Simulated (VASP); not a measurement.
**W: single point with PBE**

The system is W.

```
W
1.0
    -1.59160    1.59160    1.59160
     1.59160   -1.59160    1.59160
     1.59160    1.59160   -1.59160
W
1
Cartesian
  0.0000 0.0000 0.0000
```

- Program: VASP 6.6.1
- Task: single point
- Functional: PBE
- Potentials or basis: VASP PAW PBE potentials, release 64 (W_sv)
- Cutoff: 520 eV
- k mesh: 19 × 19 × 19
- Occupations: fermi-dirac, width 0.05 eV
- Spin: no spin polarisation

* Pressure: 0.5 GPa
* Band gap on the k mesh: zero (band 7 reaches 15.91 eV, above the bottom of band 8 at 10.00 eV)

Levels at points of the mesh, in eV from the Fermi level:
```tsv
k point	band 4	band 5	band 6	band 7	band 8	band 9	band 10	band 11
(0.00, 0.00, 0.00)	-37.75	-9.51	-1.16	-1.16	-1.16	2.26	2.26	14.51
```

Run time: 28 s on 1 thread of Intel(R) Xeon(R) Platinum 8488C (Sapphire Rapids) (shared host), peak memory 0.17 GiB.

Caveat: spin-orbit coupling is left out, which moves the levels of the heavy elements.
